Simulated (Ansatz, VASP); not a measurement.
# One calculation of Mn, two programs

```
CELL_PARAMETERS angstrom
-1.58363 1.58363 1.58363
1.58363 -1.58363 1.58363
1.58363 1.58363 -1.58363
ATOMIC_POSITIONS crystal
Mn 0.00000 0.00000 0.00000
```

Alike in both runs: functional r2SCAN; k mesh 18 × 18 × 18; occupations gaussian, width 0.1 eV; collinear spin.

Ansatz relaxed the structure, and its values are those at the end. VASP's run is a single point on that final structure, the one shown.

|  | VASP | Ansatz |
| --- | --- | --- |
| version | VASP 6.6.1 | Ansatz 0.2.0 |
| potentials or method | VASP PAW PBE potentials, release 64 (Mn_pv), cutoff 520 eV | scalar-relativistic, plane waves, PAW |
| valence electrons in the cell | 13 | 15 |

```tsv
	VASP	Ansatz	Ansatz less VASP
gap on the k mesh at the Fermi level (eV)	none	none	-
pressure (GPa)	0.0	0.0	+0.01
net moment per atom (μB)	3.89	3.89	-0.003
size of the moment on the site where the two differ most (μB)	3.86	3.89	+0.025
```

VASP's potentials were made for PBE, not for r2SCAN. Site moments also hang on the region over which each program counts them. A gap of «none» marks a metal or a gap that the smearing closes. VASP's potentials hold 13 valence electrons a cell and Ansatz's 15, so a difference there can come from the potentials and not from the codes.
